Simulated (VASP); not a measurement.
Write the native input for VASP 6.6.1 that does the following.

```
Task                   : single point
Functional             : r2SCAN
Potentials or basis    : VASP PAW PBE potentials, release 64 (Sn_d)
Cutoff                 : 520 eV
k mesh                 : 12 × 12 × 12
Occupations            : gaussian, width 0.15 eV
Spin                   : no spin polarisation
Dipole correction      : no
Further INCAR settings : ALGO = Normal; EDIFF = 1e-06; NBANDS = 21
```

The system is Sn.

```xyz
2
Lattice="0.0000 3.2456 3.3673 3.2456 0.0000 3.3673 3.2456 3.2456 0.0000" Properties=species:S:1:pos:R:3 pbc="T T T"
Sn    3.2456    3.2456    3.3673
Sn    4.8684    4.8684    5.0510
```

This cell differs from its parent crystal: strain +0.0375 x Voigt [0, 0, 1, 0, 0, 0].

These files were run (other wordings do the same):

POSCAR

```
Sn
1.0
    0.0000000000      3.2456000000      3.3673100000
    3.2456000000      0.0000000000      3.3673100000
    3.2456000000      3.2456000000      0.0000000000
Sn
2
Direct
    0.5000000000      0.5000000000      0.5000000000
    0.7500000000      0.7500000000      0.7500000000
```

INCAR.step1

```
PREC = Accurate ; ENCUT = 520
ISMEAR = 0 ; SIGMA = 0.15
LREAL = F ; LASPH = T
NELM = 100 ; NBANDS = 21
GGA = PE ; ALGO = Normal
EDIFF = 1E-4 ; LWAVE = T
LCHARG = F
```

INCAR.step2

```
PREC = Accurate ; ENCUT = 520
EDIFF = 1E-6 ; ISMEAR = 0
SIGMA = 0.15 ; LREAL = F
LASPH = T ; NELM = 100
ALGO = Normal ; ISIF = 2
LWAVE = F ; LCHARG = F
METAGGA = R2SCAN ; LMIXTAU = T
NBANDS = 21 ; ISTART = 1
```

KPOINTS

```
Automatic mesh
0
Gamma
  12 12 12
```

Potentials or basis: VASP PAW PBE potentials, release 64 (Sn_d).

Launch:

```sh
$ cat potpaw_PBE.64/Sn_d/POTCAR > POTCAR
$ cp INCAR.step1 INCAR
$ mpirun -np 1 vasp_std > vasp.out
$ cp INCAR.step2 INCAR
$ mpirun -np 1 vasp_std > vasp.out
```

Results of the run:

```json
{
  "Pressure": "-0.1 GPa",
  "Band gap on the k mesh": "zero (bands 14 and 15 overlap by 0.05 eV)"
}
```

Caveat: the cell differs from its parent crystal (strain +0.0375 x Voigt [0, 0, 1, 0, 0, 0]); the PAW data sets were made with another functional, which shifts forces and pressure a little; spin-orbit coupling is left out, which moves the levels of the heavy elements.

Run time: 15 min on 1 thread of Oxide Virtual Turin-like Processor, with other jobs on the host, peak memory 0.31 GiB.
